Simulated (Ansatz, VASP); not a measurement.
**C in VASP and in Ansatz**

```xyz
1
Lattice="-1.1841 1.1841 1.1841 1.1841 -1.1841 1.1841 1.1841 1.1841 -1.1841" Properties=species:S:1:pos:R:3 pbc="T T T"
C     0.0000    0.0000    0.0000
```

Alike in both runs: functional PBE; k mesh 16 × 16 × 16; occupations fermi-dirac, width 0.03 eV; no spin polarisation.

Ansatz relaxed the structure, and its values are those at the end. VASP's run is a single point on that final structure, the one shown.

|  | VASP | Ansatz |
| --- | --- | --- |
| version | VASP 6.6.1 | Ansatz 0.2.0 |
| potentials or method | VASP PAW PBE potentials, release 64 (C) | PAW with Ansatz's default frozen-core files, scalar-relativistic |
| plane-wave cutoff (eV) | 520 | 420 |
| valence electrons in the cell | 4 | 4 |

```csv
,VASP,Ansatz,Ansatz less VASP
pressure (GPa),0.1,0.0,-0.14
```
